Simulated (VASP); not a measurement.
# F (Fd-3m) in VASP: single point with PBE

Aim: the single point of F with PBE.

All numbers are computed with VASP 6.6.1; they aren't measurements. Logs are shortened: lines on timing, memory, paths and dates and some standing lists are left out, and cuts for length are marked.

**1. The cell of the first run**

Symmetry: Fd-3m, No. 227, cubic system. Conventional cell: a = 4.910 Å, b = 4.910 Å, c = 4.910 Å, α = 90.00°, β = 90.00°, γ = 90.00°. Within 2.8 Å of F (site symmetry -43m) lie 4 F at 2.13 Å.

**2. Single point, PBE**

The input, INCAR:

```
PREC     = Accurate       # precision mode
ENCUT    = 520            # plane-wave cutoff, eV
EDIFF    = 1E-7           # SCF threshold, eV
ISMEAR   = -1             # smearing method
SIGMA    = 0.13605693000000002 # smearing width, eV
LREAL    = False          # projectors in reciprocal space
LASPH    = True           # aspherical terms in the spheres
NELM     = 80             # most SCF steps
ALGO     = Normal         # electronic algorithm
ISIF     = 2              # what is computed and relaxed
LWAVE    = False          # write WAVECAR
LCHARG   = False          # write CHGCAR
GGA      = PE             # functional
NBANDS   = 14             # bands
```

The input, KPOINTS:

```
regular mesh
0
Gamma
  9 9 9
```

The input, POSCAR:

```
F
1.0
    0.0000000000      2.4547595939      2.4547595939
    2.4547595939      0.0000000000      2.4547595939
    2.4547595939      2.4547595939      0.0000000000
F
2
Direct
    0.0000000000      0.0000000000      0.0000000000
    0.2500000000      0.2500000000      0.2500000000
```

Potentials or basis: VASP PAW PBE potentials, release 64 (F).

The run is started by

```console
cat potpaw_PBE.64/F/POTCAR > POTCAR
mpirun -np 1 vasp_std > vasp.out
```

OUTCAR:

```text
PREC = Accurate
   ENCUT = 520
   EDIFF = 1E-7
   ISMEAR = -1
   LREAL = False
   LASPH = True
   NELM = 80
   ISIF = 2
   GGA = PE

 ion  position               nearest neighbor table
   1  0.000  0.000  0.000-
   2  0.250  0.250  0.250-

  LATTYP: Found a face centered cubic cell.
 ALAT       =     4.9095191878

  Lattice vectors:

 A1 = (   0.0000000000,   2.4547595939,   2.4547595939)
 A2 = (   2.4547595939,   0.0000000000,   2.4547595939)
 A3 = (   2.4547595939,   2.4547595939,   0.0000000000)

Analysis of symmetry for initial positions (statically):
=====================================================================
 Subroutine PRICEL returns:
 Original cell was already a primitive cell.

 Routine SETGRP: Setting up the symmetry group for a
 face centered cubic supercell.

 Subroutine GETGRP returns: Found 48 space group operations
 (whereof 24 operations were pure point group operations)
 out of a pool of 48 trial point group operations.

The static configuration has the point symmetry T_d .
 The point group associated with its full space group is O_h .

Analysis of symmetry for dynamics (positions and initial velocities):
=====================================================================
 Subroutine PRICEL returns:
 Original cell was already a primitive cell.

 Routine SETGRP: Setting up the symmetry group for a
 face centered cubic supercell.

 Subroutine GETGRP returns: Found 48 space group operations
 (whereof 24 operations were pure point group operations)
 out of a pool of 48 trial point group operations.

The dynamic configuration has the point symmetry T_d .
 The point group associated with its full space group is O_h .

 Subroutine INISYM returns: Found 48 space group operations
 (whereof 24 operations are pure point group operations),
 and found     1 'primitive' translations

----------------------------------------------------------------------------------------

                                     Primitive cell

  volume of cell :      29.5840

  direct lattice vectors                    reciprocal lattice vectors
     0.000000000  2.454759594  2.454759594    -0.203685934  0.203685934  0.203685934
     2.454759594  0.000000000  2.454759594     0.203685934 -0.203685934  0.203685934
     2.454759594  2.454759594  0.000000000     0.203685934  0.203685934 -0.203685934

  length of vectors
     3.471554310  3.471554310  3.471554310     0.352794386  0.352794386  0.352794386

  position of ions in fractional coordinates (direct lattice)
     0.000000000  0.000000000  0.000000000
     0.250000000  0.250000000  0.250000000

  ion indices of the primitive-cell ions
   primitive index   ion index
                 1           1
                 2           2

----------------------------------------------------------------------------------------

 KPOINTS: regular mesh

Automatic generation of k-mesh.
 Grid dimensions read from file:
 generate k-points for:    9    9    9

 Generating k-lattice:

  Cartesian coordinates                     Fractional coordinates (reciprocal lattice)
    -0.022631770  0.022631770  0.022631770     0.111111111  0.000000000  0.000000000
     0.022631770 -0.022631770  0.022631770     0.000000000  0.111111111  0.000000000
     0.022631770  0.022631770 -0.022631770     0.000000000  0.000000000  0.111111111

  Length of vectors
     0.039199376  0.039199376  0.039199376

  Shift w.r.t. Gamma in fractional coordinates (k-lattice)
     0.000000000  0.000000000  0.000000000

 Subroutine IBZKPT returns following result:
 ===========================================

 Found     35 irreducible k-points:

 Following reciprocal coordinates:
            Coordinates               Weight
  0.000000  0.000000  0.000000      1.000000
  0.111111  0.000000  0.000000      8.000000
  0.222222  0.000000  0.000000      8.000000
  0.333333  0.000000  0.000000      8.000000
  0.444444  0.000000  0.000000      8.000000
  0.111111  0.111111  0.000000      6.000000
[... 16 lines left out ...]
 -0.333333  0.333333  0.000000     12.000000
  0.444444  0.444444  0.000000      6.000000
 [... further k-points ...]
   k-points           NKPTS =     35   k-points in BZ     NKDIM =     35   number of bands    NBANDS=     14
   number of dos      NEDOS =    301   number of ions     NIONS =      2
   total plane-waves  NPLWV =  21952
   dimension x,y,z NGX =    28 NGY =   28 NGZ =   28
   dimension x,y,z NGXF=    56 NGYF=   56 NGZF=   56
   ions per type =               2
   NGX,Y,Z   is equivalent  to a cutoff of  13.41, 13.41, 13.41 a.u.
   NGXF,Y,Z  is equivalent  to a cutoff of  26.82, 26.82, 26.82 a.u.
 SYSTEM =  unknown system
   PREC   = accura    normal or accurate (medium, high low for compatibility)
   ISTART =      0    job   : 0-new  1-cont  2-samecut
   ICHARG =      2    charge: 1-file 2-atom 10-const
   ISPIN  =      1    spin polarized calculation?
   LNONCOLLINEAR =      F non collinear calculations
   LSORBIT =      F    spin-orbit coupling
   LASPH  =      T    aspherical Exc in radial PAW
   ENCUT  =  520.0 eV  38.22 Ry    6.18 a.u.   6.45  6.45  6.45*2*pi/ulx,y,z
   NELM   =     80;   NELMIN=  2; NELMDL= -5     # of ELM steps
   EDIFF  = 0.1E-06   stopping-criterion for ELM
   LREAL  =      F    real-space projection
   EDIFFG = 0.1E-05   stopping-criterion for IOM
   NSW    =      0    number of steps for IOM
   IBRION =     -1    ionic relax: 0-MD 1-quasi-New 2-CG
   NFREE  =      0    steps in history (QN), initial steepest desc. (CG)
   ISIF   =      2    stress and relaxation
   ISYM   =      2    0-nonsym 1-usesym 2-fastsym
   POTIM  = 0.5000    time-step for ionic-motion
   TEBEG  =    0.0;   TEEND  =   0.0 temperature during run
   PSTRESS=    0.0 pullay stress
   NELECT =      14.0000    total number of electrons
   NUPDOWN=      -1.0000    fix difference up-down
   EMIN   =  10.00;   EMAX   =-10.00  energy-range for DOS
   EFERMI =   0.00;   METHOD = LEGACY
   ISMEAR =    -1;   SIGMA  =   0.14  broadening in eV -4-tet -1-fermi 0-gaus
   EFERMI_NEDOS =   21; number of points for ismear=-14 and -15
   IALGO  =     38    algorithm
   IMIX   =      4    mixing-type and parameters
     AMIX     =   0.40;   BMIX     =  1.00
     AMIX_MAG =   1.60;   BMIX_MAG =  1.00
  volume/ion in A,a.u.               =      14.79        99.82
  Fermi-wavevector in a.u.,A,eV,Ry     =   1.275749  2.410816 22.143962  1.627535
  Thomas-Fermi vector in A             =   2.408444
   LORBIT       =      0    0 simple, 1 ext, 2 COOP (PROOUT), +10 PAW based schemes
   GGA     = PE    functional components
   LHFCALC =     F    Hartree Fock is set to
   AEXX    =    0.0000 exact exchange contribution
   IVDW    =     0    specifies the selected vdW correction
   LEPSILON=     F    determine dielectric tensor
   LRPA    =     F    only Hartree local field effects (RPA)
 non-spin polarized calculation
  energy-cutoff  :      520.00
  volume of cell :       29.58
 maximum number of plane-waves:       821
 NGX is ok and might be reduce to    28
   NGX = 13   NGY = 13   NGZ = 13

 number of electron      14.0000017 magnetization

 Free energy of the ion-electron system (eV)
  ---------------------------------------------------
  ext. energy  EPLUGINS =         0.00000000
  ---------------------------------------------------
  free energy    TOTEN  =        -2.07470921 eV

  energy without entropy =       -1.78089529  energy(sigma->0) =       -1.92780225

 E-fermi :  -5.1090     XC(G=0):  -8.0248

 val. band max:       -5.1274728299   @ k =  -0.4444   0.2222   0.0000
 cond. band min:      -5.1053779020   @ k =   0.4444   0.2222   0.0000
 fundamental gap:      0.0220949279
 Fermi energy:        -5.1089741734

 k-point     1 :       0.0000    0.0000    0.0000
  band No.  band energies     occupation
      1     -26.9388      2.00000
      2     -24.2815      2.00000
      3      -7.4937      2.00000
      4      -7.4937      2.00000
      5      -7.4937      2.00000
      6      -5.7706      1.98466
      7      -5.7706      1.98466
      8      -5.7706      1.98466
      9       4.8561      0.00000
     10      18.9773      0.00000
     11      18.9773      0.00000
     12      18.9773      0.00000
     13      20.2396      0.00000
     14      20.2407      0.00000

 k-point     2 :       0.1111    0.0000    0.0000
  band No.  band energies     occupation
      1     -26.8811      2.00000
      2     -24.3466      2.00000
      3      -7.5754      2.00000
      4      -7.5572      2.00000
      5      -7.5572      2.00000
      6      -5.7487      1.98201
      7      -5.7053      1.97533
      8      -5.7053      1.97533
      9       5.1622      0.00000
     10      17.1990      0.00000
     11      18.0967      0.00000
     12      18.0967      0.00000
     13      20.3928      0.00000
     14      20.3946      0.00000

 k-point     3 :       0.2222    0.0000    0.0000
  band No.  band energies     occupation
      1     -26.7218      2.00000
      2     -24.5248      2.00000
      3      -7.8035      2.00000
      4      -7.6998      2.00000
      5      -7.6998      2.00000
      6      -5.6502      1.96325
      7      -5.5589      1.92935
      8      -5.5589      1.92935
      9       5.9888      0.00000
     10      14.8527      0.00000
     11      17.1084      0.00000
     12      17.1085      0.00000
     13      20.1997      0.00000
     14      20.8070      0.00000
[... 324 lines left out ...]
 k-point    23 :      -0.3333    0.3333    0.0000
  band No.  band energies     occupation
      1     -25.9724      2.00000
      2     -25.3222      2.00000
      3      -8.7164      2.00000
      4      -8.1823      2.00000
      5      -7.1980      2.00000
      6      -6.1398      1.99898
      7      -5.0766      0.88166
      8      -4.8883      0.32980
      9       9.1241      0.00000
     10      10.7395      0.00000
     11      14.2528      0.00000
     12      16.2687      0.00000
     13      19.9830      0.00000
     14      23.1541      0.00000

 k-point    24 :       0.4444    0.4444    0.0000
  band No.  band energies     occupation
      1     -25.8773      2.00000
      2     -25.4208      2.00000
      3      -8.4107      2.00000
      4      -8.4107      2.00000
      5      -6.9399      2.00000
      6      -6.7366      1.99999
      7      -4.8673      0.28957
      8      -4.8673      0.28957
      9       9.0172      0.00000
     10      10.2592      0.00000
     11      16.8646      0.00000
     12      16.8646      0.00000
     13      18.0780      0.00000
     14      19.1115      0.00000

 [... further k-points ...]
[... 5 lines left out ...]
  --------------------------------------------------------------------------------------
  -------------------------------------------------------------------------------------
  Total       -0.0965985     -0.0965985     -0.0965985     -0.0000000     -0.0000000      0.0000000
  in kB       -5.2314760     -5.2314760     -5.2314760     -0.0000000     -0.0000000      0.0000000
  external PRESSURE =      -5.2314760 kB  Pullay stress =       0.0000000 kB

 VOLUME and BASIS-vectors are now :
 -----------------------------------------------------------------------------
  energy-cutoff  :      520.00
  volume of cell :       29.58
      direct lattice vectors                 reciprocal lattice vectors
     0.000000000  2.454759594  2.454759594    -0.203685934  0.203685934  0.203685934
     2.454759594  0.000000000  2.454759594     0.203685934 -0.203685934  0.203685934
     2.454759594  2.454759594  0.000000000     0.203685934  0.203685934 -0.203685934

 POSITION                                       TOTAL-FORCE (eV/Angst)
 -----------------------------------------------------------------------------------
      0.00000      0.00000      0.00000         0.000000      0.000000     -0.000000
      1.22738      1.22738      1.22738         0.000000     -0.000000      0.000000
 -----------------------------------------------------------------------------------
    total drift:                                0.000000      0.000000      0.000000

  FREE ENERGIE OF THE ION-ELECTRON SYSTEM (eV)
  ---------------------------------------------------
  free  energy   TOTEN  =        -2.0747092106 eV

  energy  without entropy=       -1.7808952876  energy(sigma->0) =       -1.92780225
```

Run time: 21 s. Hardware: 1 thread of Intel Xeon 8259CL, shared host; peak memory 0.15 GiB.

Results:

```yaml
Free_energy: -2.0747 eV
Pressure: -0.5 GPa
Band_gap_on_the_k_mesh: zero (band 7 reaches -4.87 eV, above the bottom of band 8 at -5.77 eV)
```
